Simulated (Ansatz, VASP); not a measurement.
**CoSi2: VASP beside Ansatz**

INCAR

```
ALGO = Normal ; EDIFF = 1E-6
ENCUT = 520 ; GGA = PS
ISIF = 2 ; ISMEAR = 0
LASPH = T ; LCHARG = T
LELF = T ; LREAL = F
LVHAR = T ; LWAVE = F
NBANDS = 16 ; NELM = 100
PREC = Accurate ; SIGMA = 0.15
```

The input KPOINTS:

```
k-points
0
Gamma
  14 14 14
```

POSCAR

```
CoSi2
1.0
    0.0000000000      2.6563531747      2.6563531747
    2.6563531747      0.0000000000      2.6563531747
    2.6563531747      2.6563531747      0.0000000000
Co Si
1 2
Direct
    0.0160744693     -0.0160744693     -0.0160744693
    0.2331347727      0.2668652273      0.2668652273
    0.7331347727      0.7668652273      0.7668652273
```

Input for Ansatz:

```yaml
crystal:
  lattice:
    - [0.0, 2.6563531747, 2.6563531747]
    - [2.6563531747, 0.0, 2.6563531747]
    - [2.6563531747, 2.6563531747, 0.0]
  atoms:
    - { symbol: Co, position: [0.0160744693, -0.0160744693, -0.0160744693] }
    - { symbol: Si, position: [0.2331347727, 0.2668652273, 0.2668652273] }
    - { symbol: Si, position: [0.7331347727, 0.7668652273, 0.7668652273] }
basis:
  ecutwfc: 520.0
kpoints:
  mp_grid: { grid: [14, 14, 14] }
hamiltonian:
  xc: pbesol
  pseudopotentials: { kind: paw, azcp: { folder: soft_1 } }
scf:
  occupations: { method: gaussian, width: 0.15 }
output:
  forces: true
  stress: true
  eigenvalues: true
```

Change from the starting cell: mode 4 frozen in at -0.090 Å, equal normal strain along x, y and z +0.0000.

Alike in both runs: task single point; functional PBEsol; k mesh 14 × 14 × 14; occupations gaussian, width 0.15 eV; no spin polarisation.

```csv
,VASP,Ansatz
version,VASP 6.6.1,Ansatz 0.2.0
potentials or method,"VASP PAW PBE potentials, release 64 (Co, Si), cutoff 520 eV","scalar-relativistic, plane waves, PAW"
valence electrons in the cell,17,25
```

VASP gave:

| Quantity | Value |
| --- | --- |
| gap on the k mesh at the Fermi level (eV) | none |
| pressure (GPa) | 2.7 |
| traceless stress, the component that is largest in VASP (GPa) | -1.07 |
| rms of the force components (eV/Å) | 0.903 |

**Question.** Which values does Ansatz return?

**Answer.** gap on the k mesh at the Fermi level (eV): none; pressure (GPa): 2.7; traceless stress, the component that is largest in VASP (GPa): -1.02; rms of the force components (eV/Å): 0.893.

VASP's potentials were made for PBE, not for PBEsol, and Ansatz warns of the same on its side. Atom by atom the forces differ by 0.010 eV/Å (rms over components). A gap of «none» marks a metal or a gap that the smearing closes. VASP's potentials hold 17 valence electrons a cell and Ansatz's 25, so a difference there can come from the potentials and not from the codes.
